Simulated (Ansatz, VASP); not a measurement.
**ZrC in VASP and in Ansatz**

The input INCAR:

```
SYSTEM = ZrC
ALGO = Normal
EDIFF = 1E-6
ENCUT = 520
GGA = PS
ISIF = 2
ISMEAR = -1
LASPH = .TRUE.
LCHARG = .FALSE.
LREAL = .FALSE.
LWAVE = .FALSE.
NBANDS = 24
NELM = 60
PREC = Accurate
SIGMA = 0.05
```

KPOINTS

```
k-points
0
G
  9 9 5
  0 0 0
```

Contents of POSCAR:

```
ZrC
1.0
    3.4139370341      0.0000000000      0.0000000000
   -1.7069685171      2.9565561985      0.0000000000
    0.0000000000      0.0000000000      5.3250874846
Zr C
2 2
Direct
    0.6666666667      0.3333333333      0.7500000000
    0.3333333333      0.6666666667      0.2500000000
    0.0000000000      0.0000000000      0.5000000000
    0.0000000000      0.0000000000      0.0000000000
```

Contents of input.yaml:

```yaml
crystal:
  lattice:
    - [3.4139370341, 0.0, 0.0]
    - [-1.7069685171, 2.9565561985, 0.0]
    - [0.0, 0.0, 5.3250874846]
  atoms:
    - { symbol: Zr, position: [0.6666666667, 0.3333333333, 0.75] }
    - { symbol: Zr, position: [0.3333333333, 0.6666666667, 0.25] }
    - { symbol: C, position: [0.0, 0.0, 0.5] }
    - { symbol: C, position: [0.0, 0.0, 0.0] }
kpoints:
  mp_grid: { grid: [9, 9, 5] }
scf:
  occupations: { method: fermi_dirac, width: 0.05 }
hamiltonian:
  xc: pbesol
  pseudopotentials: { kind: all_electron, lapw: { basis_error: 0.001 } }
output:
  forces: true
  stress: true
  eigenvalues: true
```

Change from the starting cell: volume scaled by 1.02.

Alike in both runs: task single point; functional PBEsol; k mesh 9 × 9 × 5; occupations fermi-dirac, width 0.05 eV; no spin polarisation.

|  | VASP | Ansatz |
| --- | --- | --- |
| version | VASP 6.6.1 | Ansatz 0.2.0 |
| potentials or method | VASP PAW PBE potentials, release 64 (Zr_sv, C), cutoff 520 eV | all-electron LAPW, scalar-relativistic |

|  | VASP | Ansatz | Ansatz less VASP |
| --- | --- | --- | --- |
| gap on the k mesh at the Fermi level (eV) | none | none | - |
| pressure (GPa) | -11.3 | -11.6 | -0.26 |
| traceless stress, the component that is largest in VASP (GPa) | 1.25 | 1.26 | +0.016 |

VASP's potentials were made for PBE, not for PBEsol. A gap of «none» marks a metal or a gap that the smearing closes. Ansatz ran all-electron here, and VASP with PAW potentials.
